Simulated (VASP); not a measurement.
# LiF in VASP: further runs

LiF is run at these levels: PBEsol; tasks: single point.

Program: VASP 6.6.1. These are calculated values, not measurements. Logs are shortened: lines on timing, memory, paths and dates and some standing lists are left out, and cuts for length are marked.

## Step 1: The cell of the first run

It takes space group P6_3mc (No. 186, hexagonal). Conventional cell: a = 3.061 Å, b = 3.061 Å, c = 4.807 Å, α = 90.00°, β = 90.00°, γ = 120.00°. Within 2.5 Å of Li (site symmetry 3m) lie 4 F at 1.85 to 1.86 Å. Within 2.5 Å of F (site symmetry 3m) lie 4 Li at 1.85 to 1.86 Å.

## Step 2: Single point, PBEsol

INCAR reads:

```
SYSTEM = LiF
PREC     = Accurate       ! precision mode
ENCUT    = 520            ! plane-wave cutoff, eV
EDIFF    = 1E-7           ! SCF threshold, eV
ISMEAR   = 0              ! smearing method
SIGMA    = 0.01           ! smearing width, eV
LREAL    = .FALSE.        ! projectors in reciprocal space
LASPH    = .TRUE.         ! aspherical terms in the spheres
NELM     = 80             ! most SCF steps
ALGO     = Normal         ! electronic algorithm
ISIF     = 2              ! what is computed and relaxed
LWAVE    = .FALSE.        ! write WAVECAR
LCHARG   = .FALSE.        ! write CHGCAR
GGA      = PS             ! functional
NBANDS   = 18             ! bands
```

KPOINTS reads:

```
Automatic mesh
0
G
  6 6 4
  0 0 0
```

POSCAR reads:

```
LiF
1.0
    3.0609400000      0.0000000000      0.0000000000
   -1.5304700000      2.6508520000      0.0000000000
    0.0000000000      0.0000000000      4.8073250000
Li F
2 2
Direct
    0.3333333333      0.6666666667      0.3811540000
    0.6666666667      0.3333333333      0.8811540000
    0.3333333333      0.6666666667      0.9938440000
    0.6666666667      0.3333333333      0.4938440000
```

Potentials or basis: VASP PAW PBE potentials, release 64 (Li_sv, F).

Launch:

```
$ cat potpaw_PBE.64/Li_sv/POTCAR potpaw_PBE.64/F/POTCAR > POTCAR
$ mpirun -np 1 vasp_std > vasp.out
```

OUTCAR:

```text
SYSTEM = LiF
   PREC = Accurate
   ENCUT = 520
   EDIFF = 1E-7
   ISMEAR = 0
   LREAL = .FALSE.
   LASPH = .TRUE.
   NELM = 80
   ISIF = 2
   GGA = PS

 ion  position               nearest neighbor table
   1  0.333  0.667  0.381-   4 1.85   4 1.85   4 1.85   3 1.86
   2  0.667  0.333  0.881-   3 1.85   3 1.85   3 1.85   4 1.86
   3  0.333  0.667  0.994-   2 1.85   2 1.85   2 1.85   1 1.86
   4  0.667  0.333  0.494-   1 1.85   1 1.85   1 1.85   2 1.86

  LATTYP: Found a hexagonal cell.
 ALAT       =     3.0609400000
 C/A-ratio  =     1.5705387887

  Lattice vectors:

 A1 = (   3.0609400000,   0.0000000000,   0.0000000000)
 A2 = (  -1.5304700000,   2.6508520000,   0.0000000000)
 A3 = (   0.0000000000,   0.0000000000,   4.8073250000)

Analysis of symmetry for initial positions (statically):
=====================================================================
 Subroutine PRICEL returns:
 Original cell was already a primitive cell.

 Routine SETGRP: Setting up the symmetry group for a
 hexagonal supercell.

 Subroutine GETGRP returns: Found 12 space group operations
 (whereof  6 operations were pure point group operations)
 out of a pool of 24 trial point group operations.

The static configuration has the point symmetry C_3v.
 The point group associated with its full space group is C_6v.

Analysis of symmetry for dynamics (positions and initial velocities):
=====================================================================
 Subroutine PRICEL returns:
 Original cell was already a primitive cell.

 Routine SETGRP: Setting up the symmetry group for a
 hexagonal supercell.

 Subroutine GETGRP returns: Found 12 space group operations
 (whereof  6 operations were pure point group operations)
 out of a pool of 24 trial point group operations.

The dynamic configuration has the point symmetry C_3v.
 The point group associated with its full space group is C_6v.

 Subroutine INISYM returns: Found 12 space group operations
 (whereof  6 operations are pure point group operations),
 and found     1 'primitive' translations

----------------------------------------------------------------------------------------

                                     Primitive cell

  volume of cell :      39.0071

  direct lattice vectors                    reciprocal lattice vectors
     3.060940000  0.000000000  0.000000000     0.326697028  0.188618603  0.000000000
    -1.530470000  2.650852000  0.000000000     0.000000000  0.377237205  0.000000000
     0.000000000  0.000000000  4.807325000     0.000000000  0.000000000  0.208015892

  length of vectors
     3.060940000  3.060940174  4.807325000     0.377237227  0.377237205  0.208015892

  position of ions in fractional coordinates (direct lattice)
     0.333333333  0.666666667  0.381154000
     0.666666667  0.333333333  0.881154000
     0.333333333  0.666666667  0.993844000
     0.666666667  0.333333333  0.493844000

  ion indices of the primitive-cell ions
   primitive index   ion index
                 1           1
                 2           2
                 3           3
                 4           4

----------------------------------------------------------------------------------------

 KPOINTS: Automatic mesh

Automatic generation of k-mesh.
 Grid dimensions read from file:
 generate k-points for:    6    6    4

 Generating k-lattice:

  Cartesian coordinates                     Fractional coordinates (reciprocal lattice)
     0.054449505  0.031436434  0.000000000     0.166666667 -0.000000000  0.000000000
     0.000000000  0.062872868  0.000000000     0.000000000  0.166666667  0.000000000
     0.000000000  0.000000000  0.052003973     0.000000000  0.000000000  0.250000000

  Length of vectors
     0.062872871  0.062872868  0.052003973

  Shift w.r.t. Gamma in fractional coordinates (k-lattice)
     0.000000000  0.000000000  0.000000000

 Subroutine IBZKPT returns following result:
 ===========================================

 Found     21 irreducible k-points:

 Following reciprocal coordinates:
            Coordinates               Weight
  0.000000  0.000000  0.000000      1.000000
  0.166667  0.000000  0.000000      6.000000
  0.333333  0.000000  0.000000      6.000000
  0.500000 -0.000000  0.000000      3.000000
  0.166667  0.166667  0.000000      6.000000
  0.333333  0.166667  0.000000     12.000000
[... 13 lines left out ...]
  0.333333  0.166667  0.500000     12.000000
  0.333333  0.333333  0.500000      2.000000
   k-points           NKPTS =     21   k-points in BZ     NKDIM =     21   number of bands    NBANDS=     18
   number of dos      NEDOS =    301   number of ions     NIONS =      4
   total plane-waves  NPLWV =  20736
   dimension x,y,z NGX =    24 NGY =   24 NGZ =   36
   dimension x,y,z NGXF=    48 NGYF=   48 NGZF=   72
   ions per type =               2   2
   NGX,Y,Z   is equivalent  to a cutoff of  13.03, 13.03, 12.45 a.u.
   NGXF,Y,Z  is equivalent  to a cutoff of  26.07, 26.07, 24.90 a.u.
 SYSTEM =  LiF
   PREC   = accura    normal or accurate (medium, high low for compatibility)
   ISTART =      0    job   : 0-new  1-cont  2-samecut
   ICHARG =      2    charge: 1-file 2-atom 10-const
   ISPIN  =      1    spin polarized calculation?
   LNONCOLLINEAR =      F non collinear calculations
   LSORBIT =      F    spin-orbit coupling
   LASPH  =      T    aspherical Exc in radial PAW
   ENCUT  =  520.0 eV  38.22 Ry    6.18 a.u.   5.69  5.69  8.94*2*pi/ulx,y,z
   NELM   =     80;   NELMIN=  2; NELMDL= -5     # of ELM steps
   EDIFF  = 0.1E-06   stopping-criterion for ELM
   LREAL  =      F    real-space projection
   EDIFFG = 0.1E-05   stopping-criterion for IOM
   NSW    =      0    number of steps for IOM
   IBRION =     -1    ionic relax: 0-MD 1-quasi-New 2-CG
   NFREE  =      0    steps in history (QN), initial steepest desc. (CG)
   ISIF   =      2    stress and relaxation
   ISYM   =      2    0-nonsym 1-usesym 2-fastsym
   POTIM  = 0.5000    time-step for ionic-motion
   TEBEG  =    0.0;   TEEND  =   0.0 temperature during run
   PSTRESS=    0.0 pullay stress
   NELECT =      20.0000    total number of electrons
   NUPDOWN=      -1.0000    fix difference up-down
   EMIN   =  10.00;   EMAX   =-10.00  energy-range for DOS
   EFERMI =   0.00;   METHOD = LEGACY
   ISMEAR =     0;   SIGMA  =   0.01  broadening in eV -4-tet -1-fermi 0-gaus
   EFERMI_NEDOS =   21; number of points for ismear=-14 and -15
   IALGO  =     38    algorithm
   IMIX   =      4    mixing-type and parameters
     AMIX     =   0.40;   BMIX     =  1.00
     AMIX_MAG =   1.60;   BMIX_MAG =  1.00
  volume/ion in A,a.u.               =       9.75        65.81
  Fermi-wavevector in a.u.,A,eV,Ry     =   1.310298  2.476105 23.359599  1.716882
  Thomas-Fermi vector in A             =   2.440838
   LORBIT       =      0    0 simple, 1 ext, 2 COOP (PROOUT), +10 PAW based schemes
   GGA     = PS    functional components
   LHFCALC =     F    Hartree Fock is set to
   AEXX    =    0.0000 exact exchange contribution
   IVDW    =     0    specifies the selected vdW correction
   LEPSILON=     F    determine dielectric tensor
   LRPA    =     F    only Hartree local field effects (RPA)
 non-spin polarized calculation
 Gauss-broadening in eV      SIGMA  =   0.01
  energy-cutoff  :      520.00
  volume of cell :       39.01
 maximum number of plane-waves:      1085
 NGX is ok and might be reduce to    24
   NGX = 11   NGY = 11   NGZ = 17

 number of electron      20.0000020 magnetization

 Free energy of the ion-electron system (eV)
  ---------------------------------------------------
  ext. energy  EPLUGINS =         0.00000000
  ---------------------------------------------------
  free energy    TOTEN  =       -19.59892878 eV

  energy without entropy =      -19.59892878  energy(sigma->0) =      -19.59892878

 E-fermi :  -2.3160     XC(G=0):  -9.1148

 val. band max:       -2.4643946457   @ k =   0.0000   0.0000   0.0000
 cond. band min:       5.2710532219   @ k =   0.0000   0.0000   0.0000
 fundamental gap:      7.7354478675
 Fermi energy:        -2.3160369642

 k-point     1 :       0.0000    0.0000    0.0000
  band No.  band energies     occupation
      1     -42.1773      2.00000
      2     -42.1293      2.00000
      3     -21.8114      2.00000
      4     -21.5675      2.00000
      5      -4.7137      2.00000
      6      -2.9427      2.00000
[... 10 lines left out ...]
     17      17.2265      0.00000
     18      17.8954      0.00000

 k-point     2 :       0.1667    0.0000    0.0000
  band No.  band energies     occupation
      1     -42.1676      2.00000
      2     -42.1252      2.00000
      3     -21.7748      2.00000
      4     -21.5588      2.00000
      5      -4.5730      2.00000
      6      -3.2515      2.00000
[... 10 lines left out ...]
     17      17.4890      0.00000
     18      17.6124      0.00000

 k-point     3 :       0.3333    0.0000    0.0000
  band No.  band energies     occupation
      1     -42.1468      2.00000
      2     -42.1192      2.00000
      3     -21.6907      2.00000
      4     -21.5519      2.00000
      5      -4.3895      2.00000
      6      -3.7822      2.00000
[... 10 lines left out ...]
     17      17.0994      0.00000
     18      18.1213      0.00000

 k-point     4 :       0.5000   -0.0000    0.0000
  band No.  band energies     occupation
      1     -42.1342      2.00000
      2     -42.1184      2.00000
      3     -21.6334      2.00000
      4     -21.5629      2.00000
      5      -4.5658      2.00000
      6      -3.7584      2.00000
[... 10 lines left out ...]
     17      16.7608      0.00000
     18      18.6587      0.00000

 k-point     5 :       0.1667    0.1667    0.0000
  band No.  band energies     occupation
      1     -42.1523      2.00000
      2     -42.1204      2.00000
      3     -21.7142      2.00000
      4     -21.5514      2.00000
      5      -4.3393      2.00000
      6      -3.8336      2.00000
[... 10 lines left out ...]
     17      17.8877      0.00000
     18      18.4497      0.00000

 k-point     6 :       0.3333    0.1667    0.0000
  band No.  band energies     occupation
      1     -42.1342      2.00000
      2     -42.1184      2.00000
      3     -21.6364      2.00000
      4     -21.5590      2.00000
      5      -4.4702      2.00000
      6      -3.9353      2.00000
[... 244 lines left out ...]
 k-point    18 :       0.5000   -0.0000    0.5000
  band No.  band energies     occupation
      1     -42.1262      2.00000
      2     -42.1262      2.00000
      3     -21.6014      2.00000
      4     -21.6014      2.00000
      5      -4.3126      2.00000
      6      -4.3126      2.00000
[... 10 lines left out ...]
     17      17.3640      0.00000
     18      17.3640      0.00000

 k-point    19 :       0.1667    0.1667    0.5000
  band No.  band energies     occupation
      1     -42.1364      2.00000
      2     -42.1364      2.00000
      3     -21.6373      2.00000
      4     -21.6373      2.00000
      5      -3.9334      2.00000
      6      -3.9334      2.00000
[... 10 lines left out ...]
     17      17.4457      0.00000
     18      17.4457      0.00000

 k-point    20 :       0.3333    0.1667    0.5000
  band No.  band energies     occupation
      1     -42.1262      2.00000
      2     -42.1262      2.00000
      3     -21.6011      2.00000
      4     -21.6011      2.00000
      5      -4.1859      2.00000
      6      -4.1859      2.00000
[... 10 lines left out ...]
     17      17.8882      0.00000
     18      17.8882      0.00000

 k-point    21 :       0.3333    0.3333    0.5000
  band No.  band energies     occupation
      1     -42.1229      2.00000
      2     -42.1229      2.00000
      3     -21.5886      2.00000
      4     -21.5886      2.00000
      5      -4.0878      2.00000
      6      -4.0878      2.00000
[... 10 lines left out ...]
     17      18.7945      0.00000
     18      18.7945      0.00000

------------------------ aborting loop because EDIFF is reached ----------------------------------------

  FORCE on cell =-STRESS in cart. coord.  units (eV):
  Direction    XX          YY          ZZ          XY          YZ          ZX
  --------------------------------------------------------------------------------------
  -------------------------------------------------------------------------------------
  Total        0.3861885      0.3861885      0.2436881      0.0000000     -0.0000000      0.0000000
  in kB       15.8622987     15.8623011     10.0092408      0.0000000     -0.0000000      0.0000000
  external PRESSURE =      13.9112802 kB  Pullay stress =       0.0000000 kB

 VOLUME and BASIS-vectors are now :
 -----------------------------------------------------------------------------
  energy-cutoff  :      520.00
  volume of cell :       39.01
      direct lattice vectors                 reciprocal lattice vectors
     3.060940000  0.000000000  0.000000000     0.326697028  0.188618603  0.000000000
    -1.530470000  2.650852000  0.000000000     0.000000000  0.377237205  0.000000000
     0.000000000  0.000000000  4.807325000     0.000000000  0.000000000  0.208015892

 POSITION                                       TOTAL-FORCE (eV/Angst)
 -----------------------------------------------------------------------------------
     -0.00000      1.76723      1.83233         0.000000      0.000000     -0.000744
      1.53047      0.88362      4.23599        -0.000000     -0.000000     -0.000744
     -0.00000      1.76723      4.77773         0.000000      0.000000      0.000744
      1.53047      0.88362      2.37407        -0.000000     -0.000000      0.000744
 -----------------------------------------------------------------------------------
    total drift:                                0.000001      0.000001     -0.004253

  FREE ENERGIE OF THE ION-ELECTRON SYSTEM (eV)
  ---------------------------------------------------
  free  energy   TOTEN  =       -19.5989287849 eV

  energy  without entropy=      -19.5989287849  energy(sigma->0) =      -19.59892878
```

Run time: 28 s. Hardware: 1 thread of AMD EPYC 7R13, shared host; peak memory 0.12 GiB.

Results:

```
Free energy            : -19.5989 eV
Band gap on the k mesh : 7.74 eV
```

Caveat: the cutoff is under 1.25 times the usual one of these potentials, so pressure, stress and relaxed cells hold a basis-set (Pulay) error; the PAW data sets were made with another functional, which shifts forces and pressure a little. A k mesh can miss the band edges.

[end of part 1 of 2]
